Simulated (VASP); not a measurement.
**Al32As (a cell with a defect): single point with PBE+D3(BJ)**

The system is Al32As (a cell with a defect).

```xyz
33
Lattice="8.1000 0.0000 0.0000 0.0000 8.1000 0.0000 0.0000 0.0000 8.1000" Properties=species:S:1:pos:R:3 pbc="T T T"
Al    4.0510    0.1152    0.0014
Al    5.9595    2.0233    0.0014
Al    6.0599    0.0146    2.0413
Al   -0.0016    0.4436   -0.0016
Al    2.1395    2.0233    0.0014
Al    4.0511    3.9352    0.0015
Al    5.6301    6.0764   -0.0016
Al    2.0406    0.0145    2.0413
Al    4.0500    2.0246    2.0524
Al    6.0600    4.0339    2.0413
Al    4.0500    0.0258    4.0505
Al    6.0487    2.0246    4.0505
Al    6.0598    0.0146    6.0605
Al   -0.0015    3.5967   -0.0016
Al    2.4770    6.0764   -0.0016
Al    0.0006    2.0232    2.1398
Al    2.0405    4.0339    2.0413
Al    4.0511    6.0738    2.1399
Al    0.0006    0.1151    4.0520
Al    2.0517    2.0246    4.0506
Al    4.0500    4.0227    4.0506
Al    5.9595    6.0738    4.0521
Al    2.0406    0.0146    6.0606
Al    4.0500    2.0246    6.0493
Al    6.0599    4.0338    6.0606
Al   -0.0015    6.0764    2.4791
Al    0.0006    3.9352    4.0521
Al    2.1395    6.0738    4.0521
Al    0.0006    2.0233    5.9599
Al    2.0406    4.0339    6.0607
Al    4.0510    6.0738    5.9599
Al   -0.0016    6.0765    5.6322
As    0.0059    6.0671    0.0092
```

| Item | Value |
| --- | --- |
| Program | VASP 6.6.1 |
| Task | single point |
| Functional | PBE |
| Dispersion | D3(BJ) |
| Potentials or basis | VASP PAW PBE potentials, release 64 (Al, As) |
| Cutoff | 520 eV |
| k mesh | 2 × 2 × 2 |
| Occupations | fermi-dirac, width 0.05 eV |
| Spin | no spin polarisation |

```json
{"Pressure": "0.6 GPa", "Largest force": "0.080 eV/Å", "Dispersion energy per atom": "-0.351 eV"}
```

Forces on the atoms (eV/Å):
```
Al  -0.001 -0.080  0.000
Al   0.080  0.001  0.000
Al   0.002 -0.002 -0.002
Al   0.001  0.043  0.002
Al  -0.080  0.002  0.000
Al  -0.001  0.079  0.000
Al  -0.044 -0.002  0.002
Al  -0.003 -0.003 -0.002
Al   0.000  0.000  0.045
Al   0.003  0.003 -0.003
Al   0.000  0.045  0.001
Al  -0.045  0.000  0.000
Al   0.001 -0.001  0.001
Al   0.001 -0.052  0.001
Al   0.049 -0.001  0.001
Al   0.000  0.001 -0.079
Al  -0.004  0.003 -0.004
Al  -0.001  0.000 -0.080
Al   0.000 -0.080 -0.001
Al   0.045  0.000  0.000
Al   0.000 -0.045  0.001
Al   0.080  0.000 -0.001
Al  -0.001 -0.002  0.001
Al   0.000 -0.001 -0.045
Al   0.002  0.002  0.002
Al   0.000  0.000  0.054
Al   0.000  0.079 -0.002
Al  -0.079  0.000 -0.002
Al   0.000  0.001  0.080
Al  -0.002  0.002  0.002
Al  -0.001  0.000  0.080
Al   0.001 -0.001 -0.042
As  -0.006  0.011 -0.009
```

Levels at points of the mesh, in eV from the Fermi level:
```tsv
k point	band 48	band 49	band 50	band 51	band 52	band 53
(0.00, 0.00, 0.00)	-0.42	0.12	0.12	0.12	0.23	0.23
(0.50, 0.00, 0.00)	-0.66	-0.55	-0.52	-0.30	-0.02	0.25
(0.00, 0.50, 0.00)	-0.66	-0.55	-0.52	-0.30	-0.02	0.25
(0.00, 0.00, 0.50)	-0.66	-0.55	-0.52	-0.30	-0.02	0.25
(0.50, 0.50, 0.00)	-0.63	0.09	0.09	0.28	0.29	0.75
(0.00, 0.50, 0.50)	-0.63	0.09	0.09	0.28	0.29	0.75
(0.50, 0.00, 0.50)	-0.63	0.09	0.09	0.28	0.29	0.75
(0.50, 0.50, 0.50)	-0.88	-0.88	-0.88	-0.79	-0.79	-0.76
```

It took 2.4 min on 1 thread of Intel(R) Xeon(R) 6975P-C (Granite Rapids) (shared host), peak memory 0.57 GiB.

Caveat: the k points lie up to 0.39 Å⁻¹ apart.
